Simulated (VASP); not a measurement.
# As (R-3m) in VASP: notebook, part 2 of 3

VASP 6.6.1. Earlier steps stand in the parts before.

### 4 Single point, PBEsol

This run uses another cell than the first one, of 20.68 Å³/atom, 0.960 times its volume.

Input file INCAR:

```
PREC = Accurate
ENCUT = 520
EDIFF = 1E-6
ISMEAR = -1
SIGMA = 0.05
LREAL = F
LASPH = T
NELM = 100
ALGO = Normal
ISIF = 2
LWAVE = F
LCHARG = F
GGA = PS
NBANDS = 12
```

Input file KPOINTS:

```
regular mesh
0
Gamma
  7 7 7
```

Input file POSCAR:

```
As
1.0
    1.8431809607      1.0641610238      3.5140619945
   -1.8431809607      1.0641610238      3.5140619945
    0.0000000000     -2.1283220477      3.5140619945
As
2
Direct
    0.2260000000      0.2260000000      0.2260000000
    0.7740000000      0.7740000000      0.7740000000
```

Potentials or basis: VASP PAW PBE potentials, release 64 (As).

Started as:

```console
$ cat potpaw_PBE.64/As/POTCAR > POTCAR
$ mpirun -np 1 vasp_std > vasp.out
```

OUTCAR:

```text
PREC = Accurate
   ENCUT = 520
   EDIFF = 1E-6
   ISMEAR = -1
   LREAL = F
   LASPH = T
   NELM = 100
   ISIF = 2
   GGA = PS

 ion  position               nearest neighbor table
   1  0.226  0.226  0.226-   2 2.47   2 2.47   2 2.47
   2  0.774  0.774  0.774-   1 2.47   1 2.47   1 2.47

  LATTYP: Found a trigonal (rhomboedric) cell.
 ALAT       =     4.1083313449
 COS(alpha) =     0.5974359201

  Lattice vectors:

 A1 = (   1.8431809607,   1.0641610238,   3.5140619945)
 A2 = (  -1.8431809607,   1.0641610238,   3.5140619945)
 A3 = (   0.0000000000,  -2.1283220477,   3.5140619945)

Analysis of symmetry for initial positions (statically):
=====================================================================
 Subroutine PRICEL returns:
 Original cell was already a primitive cell.

 Routine SETGRP: Setting up the symmetry group for a
 trigonal (rhombohedral) supercell.

 Subroutine GETGRP returns: Found 12 space group operations
 (whereof 12 operations were pure point group operations)
 out of a pool of 12 trial point group operations.

The static configuration has the point symmetry D_3d.

Analysis of symmetry for dynamics (positions and initial velocities):
=====================================================================
 Subroutine PRICEL returns:
 Original cell was already a primitive cell.

 Routine SETGRP: Setting up the symmetry group for a
 trigonal (rhombohedral) supercell.

 Subroutine GETGRP returns: Found 12 space group operations
 (whereof 12 operations were pure point group operations)
 out of a pool of 12 trial point group operations.

The dynamic configuration has the point symmetry D_3d.

 Subroutine INISYM returns: Found 12 space group operations
 (whereof 12 operations are pure point group operations),
 and found     1 'primitive' translations

----------------------------------------------------------------------------------------

                                     Primitive cell

  volume of cell :      41.3558

  direct lattice vectors                    reciprocal lattice vectors
     1.843180961  1.064161024  3.514061995     0.271270163  0.156617902  0.094856987
    -1.843180961  1.064161024  3.514061995    -0.271270163  0.156617902  0.094856987
     0.000000000 -2.128322048  3.514061995     0.000000000 -0.313235803  0.094856987

  length of vectors
     4.108331345  4.108331345  4.108331345     0.327283542  0.327283542  0.327283542

  position of ions in fractional coordinates (direct lattice)
     0.226000000  0.226000000  0.226000000
     0.774000000  0.774000000  0.774000000

  ion indices of the primitive-cell ions
   primitive index   ion index
                 1           1
                 2           2

----------------------------------------------------------------------------------------

 KPOINTS: regular mesh

Automatic generation of k-mesh.
 Grid dimensions read from file:
 generate k-points for:    7    7    7

 Generating k-lattice:

  Cartesian coordinates                     Fractional coordinates (reciprocal lattice)
     0.038752880  0.022373986  0.013550998     0.142857143 -0.000000000 -0.000000000
    -0.038752880  0.022373986  0.013550998    -0.000000000  0.142857143 -0.000000000
     0.000000000 -0.044747972  0.013550998     0.000000000  0.000000000  0.142857143

  Length of vectors
     0.046754792  0.046754792  0.046754792

  Shift w.r.t. Gamma in fractional coordinates (k-lattice)
     0.000000000  0.000000000  0.000000000

 Subroutine IBZKPT returns following result:
 ===========================================

 Found     44 irreducible k-points:

 Following reciprocal coordinates:
            Coordinates               Weight
  0.000000  0.000000  0.000000      1.000000
  0.142857  0.000000  0.000000      6.000000
  0.285714  0.000000  0.000000      6.000000
  0.428571 -0.000000  0.000000      6.000000
  0.142857  0.142857  0.000000      6.000000
  0.285714  0.142857  0.000000     12.000000
[... 16 lines left out ...]
  0.285714  0.285714  0.142857      6.000000
  0.428571  0.285714  0.142857     12.000000
 [... further k-points ...]
   k-points           NKPTS =     44   k-points in BZ     NKDIM =     44   number of bands    NBANDS=     12
   number of dos      NEDOS =    301   number of ions     NIONS =      2
   total plane-waves  NPLWV =  32768
   dimension x,y,z NGX =    32 NGY =   32 NGZ =   32
   dimension x,y,z NGXF=    64 NGYF=   64 NGZF=   64
   ions per type =               2
   NGX,Y,Z   is equivalent  to a cutoff of  12.95, 12.95, 12.95 a.u.
   NGXF,Y,Z  is equivalent  to a cutoff of  25.90, 25.90, 25.90 a.u.
 SYSTEM =  unknown system
   PREC   = accura    normal or accurate (medium, high low for compatibility)
   ISTART =      0    job   : 0-new  1-cont  2-samecut
   ICHARG =      2    charge: 1-file 2-atom 10-const
   ISPIN  =      1    spin polarized calculation?
   LNONCOLLINEAR =      F non collinear calculations
   LSORBIT =      F    spin-orbit coupling
   LASPH  =      T    aspherical Exc in radial PAW
   ENCUT  =  520.0 eV  38.22 Ry    6.18 a.u.   7.64  7.64  7.64*2*pi/ulx,y,z
   NELM   =    100;   NELMIN=  2; NELMDL= -5     # of ELM steps
   EDIFF  = 0.1E-05   stopping-criterion for ELM
   LREAL  =      F    real-space projection
   EDIFFG = 0.1E-04   stopping-criterion for IOM
   NSW    =      0    number of steps for IOM
   IBRION =     -1    ionic relax: 0-MD 1-quasi-New 2-CG
   NFREE  =      0    steps in history (QN), initial steepest desc. (CG)
   ISIF   =      2    stress and relaxation
   ISYM   =      2    0-nonsym 1-usesym 2-fastsym
   POTIM  = 0.5000    time-step for ionic-motion
   TEBEG  =    0.0;   TEEND  =   0.0 temperature during run
   PSTRESS=    0.0 pullay stress
   NELECT =      10.0000    total number of electrons
   NUPDOWN=      -1.0000    fix difference up-down
   EMIN   =  10.00;   EMAX   =-10.00  energy-range for DOS
   EFERMI =   0.00;   METHOD = LEGACY
   ISMEAR =    -1;   SIGMA  =   0.05  broadening in eV -4-tet -1-fermi 0-gaus
   EFERMI_NEDOS =   21; number of points for ismear=-14 and -15
   IALGO  =     38    algorithm
   IMIX   =      4    mixing-type and parameters
     AMIX     =   0.40;   BMIX     =  1.00
     AMIX_MAG =   1.60;   BMIX_MAG =  1.00
  volume/ion in A,a.u.               =      20.68       139.54
  Fermi-wavevector in a.u.,A,eV,Ry     =   1.019912  1.927355 14.153068  1.040221
  Thomas-Fermi vector in A             =   2.153453
   LORBIT       =      0    0 simple, 1 ext, 2 COOP (PROOUT), +10 PAW based schemes
   GGA     = PS    functional components
   LHFCALC =     F    Hartree Fock is set to
   AEXX    =    0.0000 exact exchange contribution
   IVDW    =     0    specifies the selected vdW correction
   LEPSILON=     F    determine dielectric tensor
   LRPA    =     F    only Hartree local field effects (RPA)
 non-spin polarized calculation
  energy-cutoff  :      520.00
  volume of cell :       41.36
 maximum number of plane-waves:      1122
   NGX = 15   NGY = 15   NGZ = 15

 number of electron      10.0000001 magnetization

 Free energy of the ion-electron system (eV)
  ---------------------------------------------------
  ext. energy  EPLUGINS =         0.00000000
  ---------------------------------------------------
  free energy    TOTEN  =       -10.18694787 eV

  energy without entropy =      -10.18530431  energy(sigma->0) =      -10.18612609

 E-fermi :   5.8435     XC(G=0): -10.2768

 val. band max:        5.7616890219   @ k =   0.4286  -0.0000   0.0000
 cond. band min:       5.9238662887   @ k =   0.4286   0.2857   0.2857
 fundamental gap:      0.1621772668
 Fermi energy:         5.8434570008

 k-point     1 :       0.0000    0.0000    0.0000
  band No.  band energies     occupation
      1      -9.6833      2.00000
      2       0.1442      2.00000
      3       3.0094      2.00000
      4       3.7719      2.00000
      5       3.7719      2.00000
      6       7.3849      0.00000
      7       8.7577      0.00000
      8       8.7577      0.00000
      9      12.7224      0.00000
     10      12.7224      0.00000
     11      13.2321      0.00000
     12      14.5534      0.00000
[... 331 lines left out ...]
 k-point    24 :       0.4286    0.2857    0.1429
  band No.  band energies     occupation
      1      -8.2690      2.00000
      2      -3.0848      2.00000
      3       0.7647      2.00000
      4       2.1778      2.00000
      5       4.7306      2.00000
      6       7.7259      0.00000
      7       8.8449      0.00000
      8       9.8703      0.00000
      9      11.7528      0.00000
     10      14.8722      0.00000
     11      15.9967      0.00000
     12      16.3837      0.00000

 [... further k-points ...]

------------------------ aborting loop because EDIFF is reached ----------------------------------------

  FORCE on cell =-STRESS in cart. coord.  units (eV):
  Direction    XX          YY          ZZ          XY          YZ          ZX
  --------------------------------------------------------------------------------------
  -------------------------------------------------------------------------------------
  Total        1.4523299      1.4523299      0.6613444      0.0000000     -0.0000000      0.0000000
  in kB       56.2652007     56.2652007     25.6213658      0.0000000     -0.0000000      0.0000000
  external PRESSURE =      46.0505890 kB  Pullay stress =       0.0000000 kB

 VOLUME and BASIS-vectors are now :
 -----------------------------------------------------------------------------
  energy-cutoff  :      520.00
  volume of cell :       41.36
      direct lattice vectors                 reciprocal lattice vectors
     1.843180961  1.064161024  3.514061995     0.271270163  0.156617902  0.094856987
    -1.843180961  1.064161024  3.514061995    -0.271270163  0.156617902  0.094856987
     0.000000000 -2.128322048  3.514061995     0.000000000 -0.313235803  0.094856987

 POSITION                                       TOTAL-FORCE (eV/Angst)
 -----------------------------------------------------------------------------------
      0.00000     -0.00000      2.38253         0.000000     -0.000000      0.659699
      0.00000     -0.00000      8.15965         0.000000      0.000000     -0.659699
 -----------------------------------------------------------------------------------
    total drift:                               -0.000000     -0.000000      0.000000

  FREE ENERGIE OF THE ION-ELECTRON SYSTEM (eV)
  ---------------------------------------------------
  free  energy   TOTEN  =       -10.1869478659 eV

  energy  without entropy=      -10.1853043139  energy(sigma->0) =      -10.18612609
```

stdout:

```text
POSCAR found type information on POSCAR As
 POSCAR found :  1 types and       2 ions
 scaLAPACK will be used
 -----------------------------------------------------------------------------
|                                                                             |
|                                                                             |
|     You enforced a specific xc type in the INCAR file but a different       |
|     I HOPE YOU KNOW WHAT YOU ARE DOING!                                     |
|                                                                             |
 -----------------------------------------------------------------------------

 LDA part: xc-table for (Slater+PW92), standard interpolation
 POSCAR, INCAR and KPOINTS ok, starting setup
 FFT: planning ... GRIDC
 FFT: planning ... GRID_SOFT
 FFT: planning ... GRID
 WAVECAR not read
 entering main loop
```

Run time: 9.5 s. Hardware: 1 thread of Intel Xeon Platinum 8488C (Sapphire Rapids), shared host; peak memory 0.17 GiB.

Results:

```yaml
Free_energy: -10.1869 eV
Pressure: 4.6 GPa
Largest_force: 0.660 eV/Å
Band_gap_on_the_k_mesh: zero (band 5 reaches 5.92 eV, above the bottom of band 6 at 5.76 eV)
```

Forces on the atoms (eV/Å):
```
As   0.000  0.000  0.660
As   0.000  0.000 -0.660
```

Caveat: the PAW data sets were made with another functional, which shifts forces and pressure a little.

### 5 Single point, PBEsol

This run uses another cell than the first one, of 21.10 Å³/atom, 0.980 times its volume.

Input file INCAR:

```
PREC = Accurate
ENCUT = 520
EDIFF = 1E-6
ISMEAR = -1
SIGMA = 0.05
LREAL = False
LASPH = True
NELM = 80
ALGO = Normal
ISIF = 2
LWAVE = False
LCHARG = False
GGA = PS
NBANDS = 12
```

Input file KPOINTS:

```
Automatic mesh
0
Gamma
  7 7 7
```

Input file POSCAR:

```
As
1.0
    1.8619889297      1.0750198097      3.5140619945
   -1.8619889297      1.0750198097      3.5140619945
    0.0000000000     -2.1500396196      3.5140619945
As
2
Direct
    0.2260000000      0.2260000000      0.2260000000
    0.7740000000      0.7740000000      0.7740000000
```

Started as:

```console
$ cat potpaw_PBE.64/As/POTCAR > POTCAR
$ mpirun -np 1 vasp_std > vasp.out
```

It took 9.9 s on 1 thread of Intel Xeon Platinum 8488C (Sapphire Rapids), shared host; peak memory 0.17 GiB.

Results (log left out):

* Free energy: -10.2102 eV
* Pressure: 2.5 GPa
* Largest force: 0.524 eV/Å
* Band gap on the k mesh: zero (band 5 reaches 5.62 eV, above the bottom of band 6 at 5.54 eV)

Forces in eV/Å, atoms in the order of the input:
```
As   0.000  0.000  0.524
As   0.000  0.000 -0.524
```

Stress tensor (GPa, compression positive):
```
3.20 0.00 0.00
0.00 3.20 0.00
0.00 0.00 1.14
```

Levels at points of the mesh, in eV from the Fermi level:
```tsv
k point	band 3	band 4	band 5	band 6	band 7	band 8
(0.00, 0.00, 0.00)	-2.65	-2.05	-2.05	1.56	2.91	2.91
```

Caveat: the PAW data sets were made with another functional, which shifts forces and pressure a little.

(Part 2 of 3 ends here.)
